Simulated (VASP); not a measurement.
# SnO2 (P4_2/mnm) in VASP: notebook

SnO2 is run at these levels: PBE; tasks: single point, relaxation of cell and atoms.

Program: VASP 6.6.1. These are calculated values, not measurements. Logs are shortened: lines on timing, memory, paths and dates and some standing lists are left out, and cuts for length are marked.

### Step 1. The cell of the first run

Symmetry: P4_2/mnm, No. 136, tetragonal system. The conventional cell has a = 4.647 Å, b = 4.647 Å, c = 3.184 Å, α = 90.00°, β = 90.00°, γ = 90.00°. Within 2.7 Å of Sn (site symmetry mmm) lie 6 O at 2.01 to 2.04 Å. O (site symmetry m2m) has 3 Sn at 2.01 to 2.04 Å and 1 O at 2.56 Å within 2.7 Å.

### Step 2. Single point, PBE

INCAR reads:

```
ALGO = Normal
EDIFF = 1E-7
ENCUT = 520
GGA = PE
ISIF = 2
ISMEAR = -1
LASPH = True
LCHARG = False
LREAL = False
LWAVE = False
NBANDS = 35
NELM = 100
PREC = Accurate
SIGMA = 0.05
```

KPOINTS reads:

```
k-points
0
Gamma
  4 4 6
```

POSCAR reads:

```
SnO2
1.0
    4.6467308862      0.0000000000      0.0000000000
    0.0000000000      4.6467308862      0.0000000000
    0.0000000000      0.0000000000      3.1838948622
Sn O
2 4
Direct
    0.0000000000      0.0000000000      0.0000000000
    0.5000000000      0.5000000000      0.5000000000
    0.3053589110      0.3053589110      0.0000000000
    0.1946410890      0.8053589110      0.5000000000
    0.6946410890      0.6946410890      0.0000000000
    0.8053589110      0.1946410890      0.5000000000
```

Potentials or basis: VASP PAW PBE potentials, release 64 (Sn_d, O).

Started as:

```
$ cat potpaw_PBE.64/Sn_d/POTCAR potpaw_PBE.64/O/POTCAR > POTCAR
$ mpirun -np 1 vasp_std > vasp.out
```

OUTCAR:

```text
EDIFF = 1E-7
   ENCUT = 520
   GGA = PE
   ISIF = 2
   ISMEAR = -1
   LASPH = True
   LREAL = False
   NELM = 100
   PREC = Accurate

 ion  position               nearest neighbor table
   1  0.000  0.000  0.000-   3 2.01   5 2.01   4 2.04   6 2.04   4 2.04   6 2.04   2 3.65   2 3.65
                             2 3.65   2 3.65   2 3.65   2 3.65   2 3.65   2 3.65
   2  0.500  0.500  0.500-   4 2.01   6 2.01   5 2.04   3 2.04   3 2.04   5 2.04   1 3.65   1 3.65
                             1 3.65   1 3.65   1 3.65   1 3.65   1 3.65   1 3.65
   3  0.305  0.305  0.000-   1 2.01   2 2.04   2 2.04
   4  0.195  0.805  0.500-   2 2.01   1 2.04   1 2.04
   5  0.695  0.695  0.000-   1 2.01   2 2.04   2 2.04
   6  0.805  0.195  0.500-   2 2.01   1 2.04   1 2.04

  LATTYP: Found a simple tetragonal cell.
 ALAT       =     4.6467308862
 C/A-ratio  =     0.6851902854

  Lattice vectors:

 A1 = (   4.6467308862,   0.0000000000,   0.0000000000)
 A2 = (   0.0000000000,   4.6467308862,   0.0000000000)
 A3 = (   0.0000000000,   0.0000000000,   3.1838948622)

Analysis of symmetry for initial positions (statically):
=====================================================================
 Subroutine PRICEL returns:
 Original cell was already a primitive cell.

 Routine SETGRP: Setting up the symmetry group for a
 simple tetragonal supercell.

 Subroutine GETGRP returns: Found 16 space group operations
 (whereof  8 operations were pure point group operations)
 out of a pool of 16 trial point group operations.

The static configuration has the point symmetry D_2h.
 The point group associated with its full space group is D_4h.

Analysis of symmetry for dynamics (positions and initial velocities):
=====================================================================
 Subroutine PRICEL returns:
 Original cell was already a primitive cell.

 Routine SETGRP: Setting up the symmetry group for a
 simple tetragonal supercell.

 Subroutine GETGRP returns: Found 16 space group operations
 (whereof  8 operations were pure point group operations)
 out of a pool of 16 trial point group operations.

The dynamic configuration has the point symmetry D_2h.
 The point group associated with its full space group is D_4h.

 Subroutine INISYM returns: Found 16 space group operations
 (whereof  8 operations are pure point group operations),
 and found     1 'primitive' translations

[... 103 lines left out ...]
   EDIFFG = 0.1E-05   stopping-criterion for IOM
   NSW    =      0    number of steps for IOM
   IBRION =     -1    ionic relax: 0-MD 1-quasi-New 2-CG
   NFREE  =      0    steps in history (QN), initial steepest desc. (CG)
   ISIF   =      2    stress and relaxation
   ISYM   =      2    0-nonsym 1-usesym 2-fastsym
   POTIM  = 0.5000    time-step for ionic-motion
   TEBEG  =    0.0;   TEEND  =   0.0 temperature during run
   PSTRESS=    0.0 pullay stress
   NELECT =      52.0000    total number of electrons
   NUPDOWN=      -1.0000    fix difference up-down
   EMIN   =  10.00;   EMAX   =-10.00  energy-range for DOS
   EFERMI =   0.00;   METHOD = LEGACY
   ISMEAR =    -1;   SIGMA  =   0.05  broadening in eV -4-tet -1-fermi 0-gaus
   EFERMI_NEDOS =   21; number of points for ismear=-14 and -15
   IALGO  =     38    algorithm
   IMIX   =      4    mixing-type and parameters
     AMIX     =   0.40;   BMIX     =  1.00
     AMIX_MAG =   1.60;   BMIX_MAG =  1.00
  volume/ion in A,a.u.               =      11.46        77.32
  Fermi-wavevector in a.u.,A,eV,Ry     =   1.491619  2.818752 30.271989  2.224928
  Thomas-Fermi vector in A             =   2.604251
   LORBIT       =      0    0 simple, 1 ext, 2 COOP (PROOUT), +10 PAW based schemes
   GGA     = PE    functional components
   LHFCALC =     F    Hartree Fock is set to
   AEXX    =    0.0000 exact exchange contribution
   IVDW    =     0    specifies the selected vdW correction
   LEPSILON=     F    determine dielectric tensor
   LRPA    =     F    only Hartree local field effects (RPA)
 non-spin polarized calculation
  energy-cutoff  :      520.00
  volume of cell :       68.75
 maximum number of plane-waves:      1876
 NGX is ok and might be reduce to    36
   NGX = 17   NGY = 17   NGZ = 11

 number of electron      51.9999996 magnetization

 Free energy of the ion-electron system (eV)
  ---------------------------------------------------
  ext. energy  EPLUGINS =         0.00000000
  ---------------------------------------------------
  free energy    TOTEN  =       -36.89222724 eV

  energy without entropy =      -36.89222724  energy(sigma->0) =      -36.89222724

 E-fermi :   7.4566     XC(G=0): -11.4815

 val. band max:        6.6266452693   @ k =   0.0000   0.0000   0.0000
 cond. band min:       8.2844432372   @ k =   0.0000   0.0000   0.0000
 fundamental gap:      1.6577979679
 Fermi energy:         7.4565639183

 k-point     1 :       0.0000    0.0000    0.0000
  band No.  band energies     occupation
      1     -14.5531      2.00000
      2     -13.6262      2.00000
      3     -13.3397      2.00000
      4     -13.3136      2.00000
      5     -13.3136      2.00000
      6     -13.3119      2.00000
[... 901 lines left out ...]
     34      18.2209      0.00000
     35      20.1392      0.00000

------------------------ aborting loop because EDIFF is reached ----------------------------------------

  FORCE on cell =-STRESS in cart. coord.  units (eV):
  Direction    XX          YY          ZZ          XY          YZ          ZX
  --------------------------------------------------------------------------------------
  -------------------------------------------------------------------------------------
  Total        8.8792259      8.8792259      9.0177360     -0.0000000      0.0000000      0.0000000
  in kB      206.9340353    206.9340353    210.1620700     -0.0000000      0.0000000      0.0000000
  external PRESSURE =     208.0100468 kB  Pullay stress =       0.0000000 kB

 VOLUME and BASIS-vectors are now :
 -----------------------------------------------------------------------------
  energy-cutoff  :      520.00
  volume of cell :       68.75
      direct lattice vectors                 reciprocal lattice vectors
     4.646730886  0.000000000  0.000000000     0.215205060  0.000000000  0.000000000
     0.000000000  4.646730886  0.000000000     0.000000000  0.215205060  0.000000000
     0.000000000  0.000000000  3.183894862     0.000000000  0.000000000  0.314080723

 POSITION                                       TOTAL-FORCE (eV/Angst)
 -----------------------------------------------------------------------------------
      0.00000      0.00000      0.00000        -0.000000      0.000000      0.000000
      2.32337      2.32337      1.59195        -0.000000      0.000000      0.000000
      1.41892      1.41892      0.00000        -0.008342     -0.008342     -0.000000
      0.90444      3.74229      1.59195         0.008342     -0.008342      0.000000
      3.22781      3.22781      0.00000         0.008342      0.008342      0.000000
      3.74229      0.90444      1.59195        -0.008342      0.008342      0.000000
 -----------------------------------------------------------------------------------
    total drift:                                0.000000      0.000000      0.000000

  FREE ENERGIE OF THE ION-ELECTRON SYSTEM (eV)
  ---------------------------------------------------
  free  energy   TOTEN  =       -36.8922272435 eV

  energy  without entropy=      -36.8922272411  energy(sigma->0) =      -36.89222724
```

OSZICAR:

```text
N       E                     dE             d eps       ncg     rms          rms(c)
DAV:   1     0.627496627008E+03    0.62750E+03   -0.25785E+04  1914   0.237E+03
DAV:   2     0.522008649632E+02   -0.57530E+03   -0.54436E+03  1840   0.610E+02
DAV:   3    -0.387577429628E+02   -0.90959E+02   -0.89714E+02  1815   0.205E+02
DAV:   4    -0.431501904814E+02   -0.43924E+01   -0.43646E+01  2105   0.486E+01
DAV:   5    -0.432659775241E+02   -0.11579E+00   -0.11565E+00  2106   0.815E+00    0.166E+01
DAV:   6    -0.367907558942E+02    0.64752E+01   -0.17660E+01  2614   0.635E+01    0.649E+00
DAV:   7    -0.369196515252E+02   -0.12890E+00   -0.21655E+00  1959   0.815E+00    0.330E+00
DAV:   8    -0.368983483663E+02    0.21303E-01   -0.16015E-01  2419   0.471E+00    0.776E-01
DAV:   9    -0.368915040840E+02    0.68443E-02   -0.35714E-02  2737   0.324E+00    0.138E-01
DAV:  10    -0.368920904881E+02   -0.58640E-03   -0.40066E-03  1920   0.441E-01    0.720E-02
DAV:  11    -0.368922302605E+02   -0.13977E-03   -0.26512E-04  2264   0.123E-01    0.147E-02
DAV:  12    -0.368922277994E+02    0.24611E-05   -0.17651E-05  2261   0.381E-02    0.574E-03
DAV:  13    -0.368922275107E+02    0.28873E-06   -0.29038E-06  2295   0.395E-02    0.248E-03
DAV:  14    -0.368922272922E+02    0.21844E-06   -0.69405E-07  2297   0.842E-03    0.130E-03
DAV:  15    -0.368922271878E+02    0.10446E-06   -0.34663E-08  1251   0.338E-03    0.371E-04
DAV:  16    -0.368922272435E+02   -0.55747E-07   -0.48982E-08  1078   0.165E-03
   1 F= -.36892227E+02 E0= -.36892227E+02  d E =-.235520E-08
```

Wall time 33 s (1 thread of AMD EPYC 9R45 (Zen 5), shared host); peak memory 0.16 GiB.

What came out:

| Item | Value |
| --- | --- |
| Free energy | -36.8922 eV |
| Pressure | 20.8 GPa |
| Largest force | 0.012 eV/Å |
| Band gap on the k mesh | 1.66 eV |

Forces on the atoms (eV/Å):
```
Sn   0.000  0.000  0.000
Sn   0.000  0.000  0.000
O   -0.008 -0.008  0.000
O    0.008 -0.008  0.000
O    0.008  0.008  0.000
O   -0.008  0.008  0.000
```

Stress tensor (GPa, compression positive):
```
20.69  0.00  0.00
 0.00 20.69  0.00
 0.00  0.00 21.02
```

Caveat: the cell stands under pressure; spin-orbit coupling is left out, which moves the levels of the heavy elements. Expect the measured gap to be larger: semilocal functionals such as PBE lack the derivative discontinuity.

### Step 3. Single point, PBE

This run uses another cell than the first one, of 11.94 Å³/atom.

INCAR reads:

```
ALGO = Normal ; EDIFF = 1E-7
ENCUT = 520 ; GGA = PE
ISIF = 2 ; ISMEAR = -1
LASPH = T ; LCHARG = T
LELF = T ; LREAL = F
LVHAR = T ; LWAVE = F
NBANDS = 35 ; NELM = 100
PREC = Accurate ; SIGMA = 0.05
```

KPOINTS is that of step 2.

POSCAR reads:

```
SnO2
1.0
    4.7257392504      0.0000000000      0.0000000000
    0.0000000000      4.7257392504      0.0000000000
    0.0000000000      0.0000000000      3.2083890495
Sn O
2 4
Direct
    0.0000000000      0.0000000000      0.0000000000
    0.5000000000      0.5000000000      0.5000000000
    0.3057055889      0.3057055889      0.0000000000
    0.1942944111      0.8057055889      0.5000000000
    0.6942944111      0.6942944111      0.0000000000
    0.8057055889      0.1942944111      0.5000000000
```

Potentials or basis: VASP PAW PBE potentials, release 64 (Sn_d, O).

Started as:

```
$ cat potpaw_PBE.64/Sn_d/POTCAR potpaw_PBE.64/O/POTCAR > POTCAR
$ mpirun -np 1 vasp_std > vasp.out
```

OUTCAR:

```text
EDIFF = 1E-7
   ENCUT = 520
   GGA = PE
   ISIF = 2
   ISMEAR = -1
   LASPH = T
   LREAL = F
   NELM = 100
   PREC = Accurate

 ion  position               nearest neighbor table
   1  0.000  0.000  0.000-   3 2.04   5 2.04   4 2.06   6 2.06   4 2.06   6 2.06   2 3.71   2 3.71
                             2 3.71   2 3.71   2 3.71   2 3.71   2 3.71   2 3.71
   2  0.500  0.500  0.500-   4 2.04   6 2.04   5 2.06   3 2.06   3 2.06   5 2.06   1 3.71   1 3.71
                             1 3.71   1 3.71   1 3.71   1 3.71   1 3.71   1 3.71
   3  0.306  0.306  0.000-   1 2.04   2 2.06   2 2.06
   4  0.194  0.806  0.500-   2 2.04   1 2.06   1 2.06
   5  0.694  0.694  0.000-   1 2.04   2 2.06   2 2.06
   6  0.806  0.194  0.500-   2 2.04   1 2.06   1 2.06

  LATTYP: Found a simple tetragonal cell.
 ALAT       =     4.7257392504
 C/A-ratio  =     0.6789179173

  Lattice vectors:

 A1 = (   4.7257392504,   0.0000000000,   0.0000000000)
 A2 = (   0.0000000000,   4.7257392504,   0.0000000000)
 A3 = (   0.0000000000,   0.0000000000,   3.2083890495)

[... 183 lines left out ...]
 E-fermi :   6.7290     XC(G=0): -11.2554

 val. band max:        6.1317993635   @ k =   0.0000   0.0000   0.0000
 cond. band min:       7.3241920872   @ k =   0.0000   0.0000   0.0000
 fundamental gap:      1.1923927237
 Fermi energy:         6.7289621282

 k-point     1 :       0.0000    0.0000    0.0000
  band No.  band energies     occupation
      1     -14.9751      2.00000
      2     -14.1634      2.00000
      3     -13.9325      2.00000
      4     -13.9056      2.00000
      5     -13.9056      2.00000
      6     -13.8573      2.00000
[... 901 lines left out ...]
     34      17.2775      0.00000
     35      19.3312      0.00000

------------------------ aborting loop because EDIFF is reached ----------------------------------------

  FORCE on cell =-STRESS in cart. coord.  units (eV):
  Direction    XX          YY          ZZ          XY          YZ          ZX
  --------------------------------------------------------------------------------------
  -------------------------------------------------------------------------------------
  Total        4.7318885      4.7318885      4.8915817      0.0000000      0.0000000      0.0000000
  in kB      105.8080098    105.8080098    109.3788514      0.0000000      0.0000000      0.0000000
  external PRESSURE =     106.9982903 kB  Pullay stress =       0.0000000 kB

 VOLUME and BASIS-vectors are now :
 -----------------------------------------------------------------------------
  energy-cutoff  :      520.00
  volume of cell :       71.65
      direct lattice vectors                 reciprocal lattice vectors
     4.725739250  0.000000000  0.000000000     0.211607105  0.000000000  0.000000000
     0.000000000  4.725739250  0.000000000     0.000000000  0.211607105  0.000000000
     0.000000000  0.000000000  3.208389050     0.000000000  0.000000000  0.311682899

 POSITION                                       TOTAL-FORCE (eV/Angst)
 -----------------------------------------------------------------------------------
      0.00000      0.00000      0.00000         0.000000      0.000000      0.000000
      2.36287      2.36287      1.60419         0.000000      0.000000      0.000000
      1.44468      1.44468      0.00000        -0.009159     -0.009159      0.000000
      0.91818      3.80755      1.60419         0.009159     -0.009159      0.000000
      3.28105      3.28105      0.00000         0.009159      0.009159      0.000000
      3.80755      0.91818      1.60419        -0.009159      0.009159      0.000000
 -----------------------------------------------------------------------------------
    total drift:                                0.000000      0.000000     -0.000000

  FREE ENERGIE OF THE ION-ELECTRON SYSTEM (eV)
  ---------------------------------------------------
  free  energy   TOTEN  =       -37.1776744693 eV

  energy  without entropy=      -37.1776742858  energy(sigma->0) =      -37.17767438
```

OSZICAR:

```text
N       E                     dE             d eps       ncg     rms          rms(c)
DAV:   1     0.637678419307E+03    0.63768E+03   -0.25379E+04  1840   0.234E+03
DAV:   2     0.554016204548E+02   -0.58228E+03   -0.55062E+03  1808   0.611E+02
DAV:   3    -0.386712705272E+02   -0.94073E+02   -0.92438E+02  1856   0.207E+02
DAV:   4    -0.433086880838E+02   -0.46374E+01   -0.46051E+01  2103   0.494E+01
DAV:   5    -0.434307576116E+02   -0.12207E+00   -0.12190E+00  2105   0.846E+00    0.161E+01
DAV:   6    -0.370902762649E+02    0.63405E+01   -0.17580E+01  2639   0.636E+01    0.626E+00
DAV:   7    -0.372060402305E+02   -0.11576E+00   -0.20340E+00  1892   0.791E+00    0.323E+00
DAV:   8    -0.371837847513E+02    0.22255E-01   -0.16356E-01  2460   0.418E+00    0.753E-01
DAV:   9    -0.371769053792E+02    0.68794E-02   -0.34376E-02  2735   0.299E+00    0.132E-01
DAV:  10    -0.371775568770E+02   -0.65150E-03   -0.37950E-03  2112   0.465E-01    0.565E-02
DAV:  11    -0.371776765715E+02   -0.11969E-03   -0.19648E-04  2153   0.101E-01    0.137E-02
DAV:  12    -0.371776758571E+02    0.71441E-06   -0.11266E-05  2327   0.250E-02    0.775E-03
DAV:  13    -0.371776745000E+02    0.13571E-05   -0.37518E-06  2334   0.359E-02    0.160E-03
DAV:  14    -0.371776744693E+02    0.30685E-07   -0.54512E-07  1899   0.542E-03
   1 F= -.37177674E+02 E0= -.37177674E+02  d E =-.183532E-06
```

Wall time 31 s (1 thread of AMD EPYC 9R45 (Zen 5), shared host); peak memory 0.16 GiB.

What came out:

```yaml
Free_energy: -37.1777 eV
Pressure: 10.7 GPa
Largest_force: 0.013 eV/Å
Band_gap_on_the_k_mesh: 1.19 eV
```

Forces on the atoms (eV/Å):
```
Sn   0.000  0.000  0.000
Sn   0.000  0.000  0.000
O   -0.009 -0.009  0.000
O    0.009 -0.009  0.000
O    0.009  0.009  0.000
O   -0.009  0.009  0.000
```

Stress tensor (GPa, compression positive):
```
10.58  0.00  0.00
 0.00 10.58  0.00
 0.00  0.00 10.94
```

Caveat: the cell stands under pressure; spin-orbit coupling is left out, which moves the levels of the heavy elements.

[end of part 1 of 2]
